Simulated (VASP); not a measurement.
The system is LiCl.

```
Li Cl
1.0
     4.16187    0.00000    0.00000
    -2.08094    3.60429    0.00000
     0.00000    0.00000    5.23255
Li Cl
2 2
Direct
  0.33333 0.66667 0.25000
  0.66667 0.33333 0.75000
  0.66667 0.33333 0.25000
  0.33333 0.66667 0.75000
```

Base run:

| Item | Value |
| --- | --- |
| Program | VASP 6.6.1 |
| Functional | r2SCAN |
| Potentials or basis | VASP PAW PBE potentials, release 64 (Li_sv, Cl) |
| Cutoff | 520 eV |
| k mesh | 6 × 6 × 4 |
| Occupations | gaussian, width 0.01 eV |
| Spin | no spin polarisation |

Its results: band gap on the k mesh 6.35 eV.

Task: The run is repeated on the same cell with these changes: functional from r2SCAN to PBE; further incar settings from ALGO = Normal; EDIFF = 1e-07; NBANDS = 18 to ALGO = Normal; EDIFF = 1e-06; NBANDS = 18. What comes out?

Result: Band gap on the k mesh 5.66 eV.

A k mesh can miss the band edges.
